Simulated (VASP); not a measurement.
Input of a VASP 6.6.1 run:

The input INCAR:

```
SYSTEM = InSb
ALGO     = Normal         ! electronic algorithm
EDIFF    = 1E-6           ! SCF threshold, eV
ENCUT    = 520            ! plane-wave cutoff, eV
GGA      = PE             ! functional
ISIF     = 2              ! what is computed and relaxed
ISMEAR   = 0              ! smearing method
LASPH    = .True.         ! aspherical terms in the spheres
LCHARG   = .True.         ! write CHGCAR
LELF     = .True.         ! ELF
LREAL    = .False.        ! projectors in reciprocal space
LVHAR    = .True.       
LWAVE    = .False.        ! write WAVECAR
NBANDS   = 26             ! bands
NELM     = 60             ! most SCF steps
PREC     = Accurate       ! precision mode
SIGMA    = 0.15           ! smearing width, eV
```

File KPOINTS:

```
k-points
0
Gamma
  12 6 6
  0 0 0
```

POSCAR

```
InSb
1.0
    3.0909259841      0.0000000000      0.0000000000
    0.0000000000      6.1818519682      0.0000000000
    0.0000000000      0.0000000000      6.2339113743
In Sb
2 2
Direct
    0.0000000000      0.5000000000      0.0000000000
    0.0000000000      0.0000000000      0.0000000000
    0.0000000000      0.0000000000      0.5000000000
    0.0000000000      0.5000000000      0.5000000000
```

Potentials or basis: VASP PAW PBE potentials, release 64 (In_d, Sb).

Run with:

```bash
$ cat potpaw_PBE.64/In_d/POTCAR potpaw_PBE.64/Sb/POTCAR > POTCAR
$ mpirun -np 1 vasp_std > vasp.out
```

Task: What does it give for the pressure?

Result: -0.2 GPa.

Task: What does it give for the band gap on the k mesh?

Result: Zero (bands 18 and 19 overlap by 2.29 eV).

Stress tensor (GPa, compression positive):
```
-0.28  0.00  0.00
 0.00 -0.28  0.00
 0.00  0.00 -0.10
```

Caveat: spin-orbit coupling is left out, which moves the levels of the heavy elements.
